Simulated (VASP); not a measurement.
Write the native input for VASP 6.6.1 that does the following.

```yaml
Task: relaxation of cell and atoms
Functional: RPBE
Potentials_or_basis: VASP PAW PBE potentials, release 64 (Ti_sv)
Cutoff: 600 eV
k_mesh: 10 × 10 × 6
Occupations: fermi-dirac, width 0.05 eV
Spin: no spin polarisation
Dipole_correction: no
Further_INCAR_settings: ALGO = Normal; EDIFF = 1e-06; IBRION = 2; EDIFFG = -0.01; NSW = 80; ISIF = 3
```

The structure of Ti lies in POSCAR:

```
Ti
1.0
    2.9500000000      0.0000000000      0.0000000000
   -1.4750000000      2.5547749412      0.0000000000
    0.0000000000      0.0000000000      4.6800000000
Ti
2
Direct
    0.6666666667      0.3333333333      0.7500000000
    0.3333333333      0.6666666667      0.2500000000
```

These files were run (other wordings do the same):

INCAR

```
PREC = Accurate ; ENCUT = 600
EDIFF = 1E-6 ; ISMEAR = -1
SIGMA = 0.05 ; LREAL = False
LASPH = True ; NELM = 80
ALGO = Normal ; ISIF = 3
LWAVE = False ; LCHARG = False
GGA = RP ; IBRION = 2
NSW = 80 ; EDIFFG = -0.01
```

KPOINTS

```
Automatic mesh
0
Gamma
  10 10 6
```

Potentials or basis: VASP PAW PBE potentials, release 64 (Ti_sv).

Launch:

```sh
$ cat potpaw_PBE.64/Ti_sv/POTCAR > POTCAR
$ mpirun -np 1 vasp_std > vasp.out
```

Results of the run:

```json
{
  "Relaxed volume": "17.86 Å³/atom",
  "Relaxed cell": "a = 2.964 Å, b = 2.964 Å, c = 4.694 Å, α = 90.00°, β = 90.00°, γ = 120.00°",
  "Space group after relaxing (to 0.1 Å)": "P6_3/mmc (No. 194)",
  "Energy gained by relaxing": "1.0 meV/atom",
  "Ionic steps": "7",
  "Pressure after relaxing": "0.0 GPa",
  "Band gap on the k mesh": "zero (bands 12 and 13 overlap by 1.02 eV)"
}
```

Caveat: the PAW data sets were made with another functional, which shifts forces and pressure a little.

It took 94 s on 1 thread of Intel(R) Xeon(R) Platinum 8375C CPU @ 2.90GHz (Ice Lake), with other jobs on the host, peak memory 0.18 GiB.
